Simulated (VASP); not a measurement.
# GaH3 (Cmmm) in VASP: a series of runs

Runs on GaH3. Level: PBE. Tasks: single point, relaxation of cell and atoms.

Everything below comes from runs of VASP 6.6.1. Logs are shortened: lines on timing, memory, paths and dates and some standing lists are left out, and cuts for length are marked.

## Step 1: The cell of the first run

It takes space group Cmmm (No. 65, orthorhombic). The conventional cell has a = 5.030 Å, b = 5.756 Å, c = 2.615 Å, α = 90.00°, β = 90.00°, γ = 90.00°. Ga (site symmetry mmm) has 10 H at 1.86 to 2.88 Å and 2 Ga at 2.62 Å within 2.9 Å. Within 1.4 Å of H (site symmetry m2m) lie 1 H at 1.01 Å. H (site symmetry mmm) has 2 H at 1.01 Å within 1.4 Å.

The cell was generated, and may not be a known phase.

## Step 2: Single point, PBE

Contents of INCAR:

```
PREC = Accurate ; ENCUT = 520
EDIFF = 1E-7 ; ISMEAR = 0
SIGMA = 0.1 ; LREAL = False
LASPH = True ; NELM = 80
ALGO = Normal ; ISIF = 2
LWAVE = False ; LCHARG = False
GGA = PE ; NBANDS = 16
```

Contents of KPOINTS:

```
Automatic mesh
0
Gamma
  12 12 18
```

Contents of POSCAR:

```
GaH3
1.0
    2.5150770280     -2.8779111176      0.0000000000
    2.5150770280      2.8779111176      0.0000000000
    0.0000000000      0.0000000000      2.6151309475
Ga H
1 3
Direct
    0.0000000000      0.0000000000      0.0000000000
    0.3236928684      0.6763071316      0.0000000000
    0.6763071316      0.3236928684      0.0000000000
    0.5000000000      0.5000000000      0.0000000000
```

Potentials or basis: VASP PAW PBE potentials, release 64 (Ga_d, H).

Command:

```console
cat potpaw_PBE.64/Ga_d/POTCAR potpaw_PBE.64/H/POTCAR > POTCAR
mpirun -np 1 vasp_std > vasp.out
```

OUTCAR:

```text
PREC = Accurate
   ENCUT = 520
   EDIFF = 1E-7
   ISMEAR = 0
   LREAL = False
   LASPH = True
   NELM = 80
   ISIF = 2
   GGA = PE

 ion  position               nearest neighbor table
   1  0.000  0.000  0.000-   2 1.86   3 1.86
   2  0.324  0.676  0.000-   1 1.86
   3  0.676  0.324  0.000-   1 1.86
   4  0.500  0.500  0.000-

  LATTYP: Found a base centered orthorhombic cell.
 ALAT       =     5.0301540560
 B/A-ratio  =     1.1442636092
 C/A-ratio  =     0.5198908261

  Lattice vectors:

 A1 = (   2.5150770280,  -2.8779111176,   0.0000000000)
 A2 = (   2.5150770280,   2.8779111176,   0.0000000000)
 A3 = (   0.0000000000,   0.0000000000,   2.6151309475)

Analysis of symmetry for initial positions (statically):
=====================================================================
 Subroutine PRICEL returns:
 Original cell was already a primitive cell.

 Routine SETGRP: Setting up the symmetry group for a
 base centered orthorhombic supercell.

 Subroutine GETGRP returns: Found  8 space group operations
 (whereof  8 operations were pure point group operations)
 out of a pool of  8 trial point group operations.

The static configuration has the point symmetry D_2h.

Analysis of symmetry for dynamics (positions and initial velocities):
=====================================================================
 Subroutine PRICEL returns:
 Original cell was already a primitive cell.

 Routine SETGRP: Setting up the symmetry group for a
 base centered orthorhombic supercell.

 Subroutine GETGRP returns: Found  8 space group operations
 (whereof  8 operations were pure point group operations)
 out of a pool of  8 trial point group operations.

The dynamic configuration has the point symmetry D_2h.

 Subroutine INISYM returns: Found  8 space group operations
 (whereof  8 operations are pure point group operations),
 and found     1 'primitive' translations

----------------------------------------------------------------------------------------

                                     Primitive cell

  volume of cell :      37.8575

  direct lattice vectors                    reciprocal lattice vectors
     2.515077028 -2.877911118  0.000000000     0.198801068 -0.173737124  0.000000000
     2.515077028  2.877911118  0.000000000     0.198801068  0.173737124  0.000000000
     0.000000000  0.000000000  2.615130947     0.000000000  0.000000000  0.382390029

  length of vectors
     3.822039358  3.822039358  2.615130947     0.264019796  0.264019796  0.382390029

  position of ions in fractional coordinates (direct lattice)
     0.000000000  0.000000000  0.000000000
     0.323692868  0.676307132  0.000000000
     0.676307132  0.323692868  0.000000000
     0.500000000  0.500000000  0.000000000

  ion indices of the primitive-cell ions
   primitive index   ion index
                 1           1
                 2           2
                 3           3
                 4           4

----------------------------------------------------------------------------------------

 KPOINTS: Automatic mesh

Automatic generation of k-mesh.
 Grid dimensions read from file:
 generate k-points for:   12   12   18

 Generating k-lattice:

  Cartesian coordinates                     Fractional coordinates (reciprocal lattice)
     0.016566756 -0.014478094  0.000000000     0.083333333  0.000000000  0.000000000
     0.016566756  0.014478094  0.000000000     0.000000000  0.083333333  0.000000000
     0.000000000  0.000000000  0.021243891     0.000000000  0.000000000  0.055555556

  Length of vectors
     0.022001650  0.022001650  0.021243891

  Shift w.r.t. Gamma in fractional coordinates (k-lattice)
     0.000000000  0.000000000  0.000000000

 Subroutine IBZKPT returns following result:
 ===========================================

 Found    430 irreducible k-points:

 Following reciprocal coordinates:
            Coordinates               Weight
  0.000000  0.000000  0.000000      1.000000
  0.083333  0.000000  0.000000      4.000000
  0.166667  0.000000  0.000000      4.000000
  0.250000  0.000000  0.000000      4.000000
  0.333333  0.000000  0.000000      4.000000
  0.416667  0.000000  0.000000      4.000000
[... 16 lines left out ...]
  0.500000  0.166667  0.000000      4.000000
 -0.416667  0.166667  0.000000      4.000000
 [... further k-points ...]
   k-points           NKPTS =    430   k-points in BZ     NKDIM =    430   number of bands    NBANDS=     16
   number of dos      NEDOS =    301   number of ions     NIONS =      4
   total plane-waves  NPLWV =  15680
   dimension x,y,z NGX =    28 NGY =   28 NGZ =   20
   dimension x,y,z NGXF=    56 NGYF=   56 NGZF=   40
   ions per type =               1   3
   NGX,Y,Z   is equivalent  to a cutoff of  12.18, 12.18, 12.71 a.u.
   NGXF,Y,Z  is equivalent  to a cutoff of  24.36, 24.36, 25.43 a.u.
 SYSTEM =  unknown system
   PREC   = accura    normal or accurate (medium, high low for compatibility)
   ISTART =      0    job   : 0-new  1-cont  2-samecut
   ICHARG =      2    charge: 1-file 2-atom 10-const
   ISPIN  =      1    spin polarized calculation?
   LNONCOLLINEAR =      F non collinear calculations
   LSORBIT =      F    spin-orbit coupling
   LASPH  =      T    aspherical Exc in radial PAW
   ENCUT  =  520.0 eV  38.22 Ry    6.18 a.u.   7.11  7.11  4.86*2*pi/ulx,y,z
   NELM   =     80;   NELMIN=  2; NELMDL= -5     # of ELM steps
   EDIFF  = 0.1E-06   stopping-criterion for ELM
   LREAL  =      F    real-space projection
   EDIFFG = 0.1E-05   stopping-criterion for IOM
   NSW    =      0    number of steps for IOM
   IBRION =     -1    ionic relax: 0-MD 1-quasi-New 2-CG
   NFREE  =      0    steps in history (QN), initial steepest desc. (CG)
   ISIF   =      2    stress and relaxation
   ISYM   =      2    0-nonsym 1-usesym 2-fastsym
   POTIM  = 0.5000    time-step for ionic-motion
   TEBEG  =    0.0;   TEEND  =   0.0 temperature during run
   PSTRESS=    0.0 pullay stress
   NELECT =      16.0000    total number of electrons
   NUPDOWN=      -1.0000    fix difference up-down
   EMIN   =  10.00;   EMAX   =-10.00  energy-range for DOS
   EFERMI =   0.00;   METHOD = LEGACY
   ISMEAR =     0;   SIGMA  =   0.10  broadening in eV -4-tet -1-fermi 0-gaus
   EFERMI_NEDOS =   21; number of points for ismear=-14 and -15
   IALGO  =     38    algorithm
   IMIX   =      4    mixing-type and parameters
     AMIX     =   0.40;   BMIX     =  1.00
     AMIX_MAG =   1.60;   BMIX_MAG =  1.00
  volume/ion in A,a.u.               =       9.46        63.87
  Fermi-wavevector in a.u.,A,eV,Ry     =   1.228563  2.321648 20.536188  1.509367
  Thomas-Fermi vector in A             =   2.363484
   LORBIT       =      0    0 simple, 1 ext, 2 COOP (PROOUT), +10 PAW based schemes
   GGA     = PE    functional components
   LHFCALC =     F    Hartree Fock is set to
   AEXX    =    0.0000 exact exchange contribution
   IVDW    =     0    specifies the selected vdW correction
   LEPSILON=     F    determine dielectric tensor
   LRPA    =     F    only Hartree local field effects (RPA)
 non-spin polarized calculation
 Gauss-broadening in eV      SIGMA  =   0.10
  energy-cutoff  :      520.00
  volume of cell :       37.86
 maximum number of plane-waves:      1046
   NGX = 15   NGY = 15   NGZ =  9

 number of electron      16.0000006 magnetization

 Free energy of the ion-electron system (eV)
  ---------------------------------------------------
  ext. energy  EPLUGINS =         0.00000000
  ---------------------------------------------------
  free energy    TOTEN  =       -11.30911371 eV

  energy without entropy =      -11.30634998  energy(sigma->0) =      -11.30773184

 E-fermi :   2.1902     XC(G=0):  -9.2466

 val. band max:        2.1452301412   @ k =   0.5000   0.0833   0.2778
 cond. band min:       2.1987506901   @ k =   0.4167   0.3333   0.0556
 fundamental gap:      0.0535205489
 Fermi energy:         2.1902488583

 k-point     1 :       0.0000    0.0000    0.0000
  band No.  band energies     occupation
      1     -13.0251      2.00000
      2     -12.8150      2.00000
      3     -12.8058      2.00000
      4     -12.6382      2.00000
      5     -12.5222      2.00000
      6      -8.8437      2.00000
[... 8 lines left out ...]
     15      17.0448      0.00000
     16      18.0192      0.00000

 k-point     2 :       0.0833    0.0000    0.0000
  band No.  band energies     occupation
      1     -13.0244      2.00000
      2     -12.8162      2.00000
      3     -12.8042      2.00000
      4     -12.6383      2.00000
      5     -12.5224      2.00000
      6      -8.7793      2.00000
[... 8 lines left out ...]
     15      16.7045      0.00000
     16      19.0026      0.00000

 k-point     3 :       0.1667    0.0000    0.0000
  band No.  band energies     occupation
      1     -13.0226      2.00000
      2     -12.8198      2.00000
      3     -12.7995      2.00000
      4     -12.6386      2.00000
      5     -12.5228      2.00000
      6      -8.5867      2.00000
[... 8 lines left out ...]
     15      16.6854      0.00000
     16      20.4314      0.00000

 k-point     4 :       0.2500    0.0000    0.0000
  band No.  band energies     occupation
      1     -13.0202      2.00000
      2     -12.8249      2.00000
      3     -12.7928      2.00000
      4     -12.6390      2.00000
      5     -12.5233      2.00000
      6      -8.2691      2.00000
[... 8 lines left out ...]
     15      16.9698      0.00000
     16      20.7028      0.00000

 k-point     5 :       0.3333    0.0000    0.0000
  band No.  band energies     occupation
      1     -13.0179      2.00000
      2     -12.8301      2.00000
      3     -12.7861      2.00000
      4     -12.6394      2.00000
      5     -12.5238      2.00000
      6      -7.8357      2.00000
[... 8 lines left out ...]
     15      17.5059      0.00000
     16      19.7042      0.00000

 k-point     6 :       0.4167    0.0000    0.0000
  band No.  band energies     occupation
      1     -13.0163      2.00000
      2     -12.8339      2.00000
      3     -12.7812      2.00000
      4     -12.6398      2.00000
      5     -12.5242      2.00000
      6      -7.3215      2.00000
[... 8 lines left out ...]
     15      18.2841      0.00000
     16      18.3614      0.00000

 k-point     7 :       0.5000    0.0000    0.0000
  band No.  band energies     occupation
      1     -13.0157      2.00000
      2     -12.8352      2.00000
      3     -12.7794      2.00000
      4     -12.6399      2.00000
      5     -12.5244      2.00000
      6      -6.9694      2.00000
[... 8 lines left out ...]
     15      17.4400      0.00000
     16      18.9487      0.00000

 k-point     8 :       0.0833    0.0833    0.0000
  band No.  band energies     occupation
      1     -13.0234      2.00000
      2     -12.8180      2.00000
      3     -12.8031      2.00000
      4     -12.6384      2.00000
      5     -12.5225      2.00000
      6      -8.7035      2.00000
[... 8 lines left out ...]
     15      16.5507      0.00000
     16      20.4544      0.00000

 k-point     9 :       0.1667    0.0833    0.0000
  band No.  band energies     occupation
      1     -13.0214      2.00000
      2     -12.8223      2.00000
      3     -12.7987      2.00000
      4     -12.6388      2.00000
      5     -12.5229      2.00000
      6      -8.5008      2.00000
[... 8 lines left out ...]
     15      16.6821      0.00000
     16      21.5366      0.00000
[... 172 lines left out ...]
 k-point    19 :       0.1667    0.1667    0.0000
  band No.  band energies     occupation
      1     -13.0195      2.00000
      2     -12.8274      2.00000
      3     -12.7950      2.00000
      4     -12.6391      2.00000
      5     -12.5233      2.00000
      6      -8.2896      2.00000
[... 8 lines left out ...]
     15      16.8604      0.00000
     16      21.7190      0.00000

 k-point    20 :       0.2500    0.1667    0.0000
  band No.  band energies     occupation
      1     -13.0174      2.00000
      2     -12.8343      2.00000
      3     -12.7889      2.00000
      4     -12.6395      2.00000
      5     -12.5239      2.00000
      6      -7.9598      2.00000
[... 8 lines left out ...]
     15      17.1821      0.00000
     16      21.0862      0.00000

 k-point    21 :       0.3333    0.1667    0.0000
  band No.  band energies     occupation
      1     -13.0157      2.00000
      2     -12.8408      2.00000
      3     -12.7822      2.00000
      4     -12.6398      2.00000
      5     -12.5244      2.00000
      6      -7.5261      2.00000
[... 8 lines left out ...]
     15      17.6160      0.00000
     16      20.0008      0.00000

 k-point    22 :       0.4167    0.1667    0.0000
  band No.  band energies     occupation
      1     -13.0149      2.00000
      2     -12.8449      2.00000
      3     -12.7769      2.00000
      4     -12.6401      2.00000
      5     -12.5248      2.00000
      6      -7.0339      2.00000
[... 8 lines left out ...]
     15      18.0246      0.00000
     16      18.6163      0.00000

 k-point    23 :       0.5000    0.1667    0.0000
  band No.  band energies     occupation
      1     -13.0151      2.00000
      2     -12.8456      2.00000
      3     -12.7747      2.00000
      4     -12.6402      2.00000
      5     -12.5249      2.00000
      6      -6.7513      2.00000
[... 8 lines left out ...]
     15      17.6257      0.00000
     16      18.4442      0.00000

 k-point    24 :      -0.4167    0.1667    0.0000
  band No.  band energies     occupation
      1     -13.0162      2.00000
      2     -12.8426      2.00000
      3     -12.7760      2.00000
      4     -12.6400      2.00000
      5     -12.5248      2.00000
      6      -7.1375      2.00000
[... 8 lines left out ...]
     15      18.3305      0.00000
     16      18.9535      0.00000

 [... further k-points ...]
[... 5 lines left out ...]
  --------------------------------------------------------------------------------------
  -------------------------------------------------------------------------------------
  Total       -0.0275544     -0.0186254     -0.0139782     -0.0000000      0.0000000      0.0000000
  in kB       -1.1661354     -0.7882495     -0.5915748     -0.0000000      0.0000000      0.0000000
  external PRESSURE =      -0.8486532 kB  Pullay stress =       0.0000000 kB

 VOLUME and BASIS-vectors are now :
 -----------------------------------------------------------------------------
  energy-cutoff  :      520.00
  volume of cell :       37.86
      direct lattice vectors                 reciprocal lattice vectors
     2.515077028 -2.877911118  0.000000000     0.198801068 -0.173737124  0.000000000
     2.515077028  2.877911118  0.000000000     0.198801068  0.173737124  0.000000000
     0.000000000  0.000000000  2.615130947     0.000000000  0.000000000  0.382390029

 POSITION                                       TOTAL-FORCE (eV/Angst)
 -----------------------------------------------------------------------------------
      0.00000      0.00000      0.00000         0.000000      0.000000      0.000000
      2.51508      1.01479      0.00000        -0.000000     -0.012550      0.000000
      2.51508     -1.01479      0.00000        -0.000000      0.012550     -0.000000
      2.51508      0.00000      0.00000        -0.000000      0.000000      0.000000
 -----------------------------------------------------------------------------------
    total drift:                               -0.000000      0.000000      0.000000

  FREE ENERGIE OF THE ION-ELECTRON SYSTEM (eV)
  ---------------------------------------------------
  free  energy   TOTEN  =       -11.3091137129 eV

  energy  without entropy=      -11.3063499753  energy(sigma->0) =      -11.30773184
```

Wall time 4.7 min (1 thread of Intel Xeon 8259CL, shared host); peak memory 0.35 GiB.

Results:

```
Free energy            : -11.3091 eV
Pressure               : -0.1 GPa
Largest force          : 0.013 eV/Å
Band gap on the k mesh : zero (bands 8 and 9 overlap by 2.23 eV)
```

Forces on the atoms (eV/Å):
```
Ga   0.000  0.000  0.000
H    0.000 -0.013  0.000
H    0.000  0.013  0.000
H    0.000  0.000  0.000
```

(Continued in part 2 of 2.)

The gap in the log of VASP goes by the Fermi energy; the results here count the filled bands.